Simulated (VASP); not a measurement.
# Nb (Im-3m) in VASP: notebook, part 2 of 2

VASP 6.6.1. The steps go on from the part before.

## 3. Single point, r2SCAN

Contents of POSCAR:

```
Nb
1.0
   -1.6639500000      1.6639500000      1.6639500000
    1.6639500000     -1.6639500000      1.6639500000
    1.6639500000      1.6639500000     -1.6639500000
Nb
1
Direct
    0.0000000000      0.0000000000      0.0000000000
```

Contents of INCAR.step1:

```
PREC = Accurate
ENCUT = 550
ISMEAR = -1
SIGMA = 0.05
LREAL = F
LASPH = T
NELM = 120
NBANDS = 12
GGA = PE
ALGO = Normal
EDIFF = 1E-5
LWAVE = T
LCHARG = F
GGA_COMPAT = F
```

Contents of INCAR.step2:

```
PREC = Accurate
ENCUT = 550
EDIFF = 1E-6
ISMEAR = -1
SIGMA = 0.05
LREAL = F
LASPH = T
NELM = 120
ALGO = Normal
ISIF = 2
LWAVE = F
LCHARG = T
METAGGA = R2SCAN
LMIXTAU = T
LELF = T
LVHAR = T
NBANDS = 12
ISTART = 1
GGA_COMPAT = F
```

Contents of KPOINTS:

```
Automatic mesh
0
Gamma
  6 6 6
```

Potentials or basis: VASP PAW PBE potentials, release 64 (Nb_sv).

Started as:

```bash
cat potpaw_PBE.64/Nb_sv/POTCAR > POTCAR
cp INCAR.step1 INCAR
mpirun -np 1 vasp_std > vasp.out
cp INCAR.step2 INCAR
mpirun -np 1 vasp_std > vasp.out
```

OUTCAR:

```text
PREC = Accurate
   ENCUT = 550
   EDIFF = 1E-6
   ISMEAR = -1
   LREAL = F
   LASPH = T
   NELM = 120
   ISIF = 2
   METAGGA = R2SCAN
   ISTART = 1

 ion  position               nearest neighbor table
   1  0.000  0.000  0.000-

  LATTYP: Found a body centered cubic cell.
 ALAT       =     3.3279000000

  Lattice vectors:

 A1 = (  -1.6639500000,   1.6639500000,   1.6639500000)
 A2 = (   1.6639500000,  -1.6639500000,   1.6639500000)
 A3 = (   1.6639500000,   1.6639500000,  -1.6639500000)

Analysis of symmetry for initial positions (statically):
=====================================================================
 Subroutine PRICEL returns:
 Original cell was already a primitive cell.

 Routine SETGRP: Setting up the symmetry group for a
 body centered cubic supercell.

 Subroutine GETGRP returns: Found 48 space group operations
 (whereof 48 operations were pure point group operations)
 out of a pool of 48 trial point group operations.

The static configuration has the point symmetry O_h .

Analysis of symmetry for dynamics (positions and initial velocities):
[... 158 lines left out ...]
      2     -19.8564      2.00000
      3     -19.8564      2.00000
      4     -19.8564      2.00000
      5       4.5873      2.00000
      6      11.3066      0.00096
      7      11.3066      0.00096
      8      11.3066      0.00096
      9      14.3950      0.00000
     10      14.3950      0.00000
     11      25.6354      0.00000
     12      25.6354      0.00000
[... 211 lines left out ...]
 k-point    16 :       0.5000    0.5000    0.5000
  band No.  band energies     occupation
      1     -44.8404      2.00000
      2     -20.7837      2.00000
      3     -20.7837      2.00000
      4     -20.7837      2.00000
      5       7.1176      2.00000
      6       7.1176      2.00000
      7      16.5926      0.00000
      8      16.5926      0.00000
      9      16.5926      0.00000
     10      20.1525      0.00000
     11      20.1525      0.00000
     12      20.1525      0.00000

------------------------ aborting loop because EDIFF is reached ----------------------------------------

  FORCE on cell =-STRESS in cart. coord.  units (eV):
  Direction    XX          YY          ZZ          XY          YZ          ZX
  --------------------------------------------------------------------------------------
  -------------------------------------------------------------------------------------
  Total       -0.7846078     -0.7846078     -0.7846078     -0.0000000     -0.0000000     -0.0000000
  in kB      -68.2153925    -68.2153925    -68.2153925     -0.0000000     -0.0000000     -0.0000000
  external PRESSURE =     -68.2153925 kB  Pullay stress =       0.0000000 kB

 VOLUME and BASIS-vectors are now :
 -----------------------------------------------------------------------------
  energy-cutoff  :      550.00
  volume of cell :       18.43
      direct lattice vectors                 reciprocal lattice vectors
    -1.663950000  1.663950000  1.663950000     0.000000000  0.300489798  0.300489798
     1.663950000 -1.663950000  1.663950000     0.300489798  0.000000000  0.300489798
     1.663950000  1.663950000 -1.663950000     0.300489798  0.300489798  0.000000000

 POSITION                                       TOTAL-FORCE (eV/Angst)
 -----------------------------------------------------------------------------------
      0.00000      0.00000      0.00000        -0.000000     -0.000000      0.000000
 -----------------------------------------------------------------------------------
    total drift:                                0.000000      0.000000      0.000000

  FREE ENERGIE OF THE ION-ELECTRON SYSTEM (eV)
  ---------------------------------------------------
  free  energy   TOTEN  =       -24.8110964432 eV

  energy  without entropy=      -24.8027656439  energy(sigma->0) =      -24.80693104
```

OUTCAR.step1:

```text
PREC = Accurate
   ENCUT = 550
   ISMEAR = -1
   LREAL = F
   LASPH = T
   NELM = 120
[... 443 lines left out ...]

 POSITION                                       TOTAL-FORCE (eV/Angst)
 -----------------------------------------------------------------------------------
      0.00000      0.00000      0.00000         0.000000     -0.000000     -0.000000
 -----------------------------------------------------------------------------------
    total drift:                               -0.000000      0.000000      0.000000

  FREE ENERGIE OF THE ION-ELECTRON SYSTEM (eV)
  ---------------------------------------------------
  free  energy   TOTEN  =       -10.1987305510 eV

  energy  without entropy=      -10.1907321109  energy(sigma->0) =      -10.19473133
```

OSZICAR.step1:

```text
N       E                     dE             d eps       ncg     rms          rms(c)
DAV:   1     0.132227214170E+03    0.13223E+03   -0.77371E+03   384   0.113E+03
DAV:   2    -0.519723213930E+01   -0.13742E+03   -0.13259E+03   400   0.402E+02
DAV:   3    -0.102381019830E+02   -0.50409E+01   -0.48101E+01   532   0.709E+01
DAV:   4    -0.105838499292E+02   -0.34575E+00   -0.34270E+00   536   0.164E+01
DAV:   5    -0.105954008744E+02   -0.11551E-01   -0.11548E-01   580   0.260E+00    0.687E+00
DAV:   6    -0.102303081470E+02    0.36509E+00   -0.59066E-01   604   0.964E+00    0.237E+00
DAV:   7    -0.101935398265E+02    0.36768E-01   -0.15773E-01   632   0.496E+00    0.881E-01
DAV:   8    -0.101986694842E+02   -0.51297E-02   -0.11701E-02   448   0.146E+00    0.673E-02
DAV:   9    -0.101987205670E+02   -0.51083E-04   -0.89892E-04   556   0.193E-01    0.483E-02
DAV:  10    -0.101987305510E+02   -0.99841E-05   -0.25847E-05   432   0.590E-02
   1 F= -.10198731E+02 E0= -.10194731E+02  d E =-.799844E-02
```

Wall time 10 s (1 thread of Intel Xeon 6975P-C (Granite Rapids), shared host); peak memory 0.14 GiB.

What came out:

| Property | Result |
| --- | --- |
| Free energy | -24.8111 eV |
| Pressure | -6.8 GPa |

Levels at points of the mesh, in eV from the Fermi level:
| k point | band 3 | band 4 | band 5 | band 6 | band 7 | band 8 | band 9 | band 10 |
| --- | --- | --- | --- | --- | --- | --- | --- | --- |
| (0.00, 0.00, 0.00) | -30.78 | -30.78 | -6.34 | 0.38 | 0.38 | 0.38 | 3.47 | 3.47 |
| (0.50, 0.00, 0.00) | -31.21 | -30.79 | -3.88 | -1.72 | 2.05 | 3.46 | 4.18 | 6.44 |
| (0.50, 0.50, 0.50) | -31.71 | -31.71 | -3.81 | -3.81 | 5.67 | 5.67 | 5.67 | 9.23 |

Caveat: the k points lie up to 0.45 Å⁻¹ apart; the PAW data sets were made with another functional, which shifts forces and pressure a little.

## 4. Single point, HSE06

POSCAR is that of step 3.

Contents of INCAR.step1:

```
SYSTEM = Nb
  ALGO = Normal
  EDIFF = 1E-5
  ENCUT = 400
  GGA = PE
  GGA_COMPAT = .FALSE.
  ISIF = 2
  ISMEAR = -1
  LASPH = .TRUE.
  LREAL = .FALSE.
  LWAVE = .TRUE.
  NBANDS = 12
  NELM = 120
  PREC = Accurate
  SIGMA = 0.05
```

Contents of INCAR.step2:

```
SYSTEM = Nb
  ALGO = Normal
  EDIFF = 1E-6
  ENCUT = 400
  GGA = PE
  GGA_COMPAT = .FALSE.
  HFSCREEN = 0.2079
  ISIF = 2
  ISMEAR = -1
  ISTART = 1
  LASPH = .TRUE.
  LCHARG = .TRUE.
  LELF = .TRUE.
  LHFCALC = .TRUE.
  LREAL = .FALSE.
  LVHAR = .TRUE.
  LWAVE = .FALSE.
  NBANDS = 12
  NELM = 120
  PREC = Accurate
  PRECFOCK = Normal
  SIGMA = 0.05
```

Contents of KPOINTS:

```
k-points
0
G
  6 6 6
  0 0 0
```

Started as:

```bash
cat potpaw_PBE.64/Nb_sv/POTCAR > POTCAR
cp INCAR.step1 INCAR
mpirun -np 1 vasp_std > vasp.out
cp INCAR.step2 INCAR
mpirun -np 1 vasp_std > vasp.out
```

Run time: 3.4 min. Hardware: 1 thread of Intel Xeon 6975P-C (Granite Rapids), shared host; peak memory 0.22 GiB.

It converged, with:

```
Free energy : -11.7782 eV
Pressure    : -10.0 GPa
```

Levels at points of the mesh, in eV from the Fermi level:
```tsv
k point	band 4	band 5	band 6	band 7	band 8	band 9
(0.00, 0.00, 0.00)	-32.09	-6.89	0.58	0.58	0.58	4.03
(0.50, 0.00, 0.00)	-32.10	-4.30	-2.00	2.14	3.98	4.71
(0.50, 0.50, 0.50)	-33.07	-4.19	-4.19	6.22	6.22	6.22
```

Caveat: the k points lie up to 0.45 Å⁻¹ apart; the PAW data sets were made with another functional, which shifts forces and pressure a little.

## 5. Single point, r2SCAN0

POSCAR is that of step 4.

Contents of INCAR.step1:

```
SYSTEM = Nb
PREC = Accurate
ENCUT = 440
EDIFF = 1E-5
ISMEAR = -1
SIGMA = 0.05
LREAL = .False.
LASPH = .True.
NELM = 120
ALGO = Normal
ISIF = 2
LWAVE = .True.
LCHARG = .False.
NBANDS = 12
GGA = PE
GGA_COMPAT = .False.
```

Contents of INCAR.step2:

```
SYSTEM = Nb
PREC = Accurate
ENCUT = 440
EDIFF = 1E-6
ISMEAR = -1
SIGMA = 0.05
LREAL = .False.
LASPH = .True.
NELM = 120
ALGO = Normal
ISIF = 2
LWAVE = .False.
LCHARG = .False.
METAGGA = R2SCAN
LHFCALC = .True.
AEXX = 0.25
LMIXTAU = .True.
PRECFOCK = Normal
NBANDS = 12
ISTART = 1
GGA_COMPAT = .False.
```

Contents of KPOINTS:

```
Automatic mesh
0
Gamma
  6 6 6
  0 0 0
```

Started as:

```bash
cat potpaw_PBE.64/Nb_sv/POTCAR > POTCAR
cp INCAR.step1 INCAR
mpirun -np 1 vasp_std > vasp.out
cp INCAR.step2 INCAR
mpirun -np 1 vasp_std > vasp.out
```

It took 4.4 min on 1 thread of Intel Xeon 6975P-C (Granite Rapids), shared host; peak memory 0.13 GiB.

Results (log left out):

| Quantity | Value |
| --- | --- |
| Free energy | -24.0344 eV |
| Pressure | -10.6 GPa |

Levels at points of the mesh, in eV from the Fermi level:
```csv
k point,band 2,band 3,band 4,band 5,band 6,band 7,band 8,band 9,band 10,band 11
"(0.00, 0.00, 0.00)",-33.36,-33.36,-33.36,-7.79,0.76,0.76,0.76,4.50,4.50,15.59
"(0.50, 0.00, 0.00)",-34.89,-33.83,-33.37,-5.04,-2.65,2.26,4.41,5.18,7.50,12.78
"(0.50, 0.50, 0.50)",-34.39,-34.39,-34.39,-4.87,-4.87,6.65,6.65,6.65,9.98,9.98
```

Caveat: the k points lie up to 0.45 Å⁻¹ apart; the PAW data sets were made with another functional, which shifts forces and pressure a little.

## 6. The runs side by side

```csv
level,cutoff (eV),grid for exact exchange (PRECFOCK),screening parameter,gap on the mesh (eV),pressure (GPa)
PBE,500,-,-,none,-5.6
r2SCAN,550,-,-,none,-6.8
HSE06,400,Normal,0.2079 1/Å,none,-10.0
r2SCAN0,440,Normal,-,none,-10.6
```

Alike in all rows: task single point; potentials or basis VASP PAW PBE potentials, release 64 (Nb_sv); no spin polarisation; cell as given; k mesh 6 × 6 × 6; smearing fermi-dirac 0.05 eV.

Caveats: all runs use coarse meshes; the PAW data sets were made with another functional, which shifts forces and pressure a little (some runs).

Absolute energies hang on the potentials; compare differences alone.
